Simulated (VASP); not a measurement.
Co, 3 atoms in the cell. The structure is hexagonal, space group P6/mmm (No. 191). The conventional cell has a = 3.984 Å, b = 3.984 Å, c = 2.443 Å, α = 90.00°, β = 90.00°, γ = 120.00°. Co (site symmetry 6/mmm) has 14 Co at 2.44 to 2.60 Å within 3.2 Å. Co (site symmetry -6m2) has 11 Co at 2.30 to 2.60 Å within 3.0 Å.  This cell differs from its parent crystal: volume scaled by 1.04.

```yaml
Program: VASP 6.6.1
Task: single point
Functional: revPBE
Potentials_or_basis: VASP PAW PBE potentials, release 64 (Co)
Cutoff: 520 eV
k_mesh: 10 × 10 × 15
Occupations: fermi-dirac, width 0.1 eV
Spin: no spin polarisation
Dipole_correction: no
Further_INCAR_settings: ALGO = Normal; EDIFF = 1e-07; NBANDS = 20
```

Potentials or basis: VASP PAW PBE potentials, release 64 (Co).

Run with:

```bash
$ cat potpaw_PBE.64/Co/POTCAR > POTCAR
$ mpirun -np 1 vasp_std > vasp.out
```

Hardware: 1 thread of AMD EPYC 7R13, on a shared host.

**Question.** Estimate the wall time of this run.

**Answer.** It took 2.9 min on 1 thread of AMD EPYC 7R13, with other jobs on the host, peak memory 0.15 GiB. Counts: scf iterations 17, k points 112.
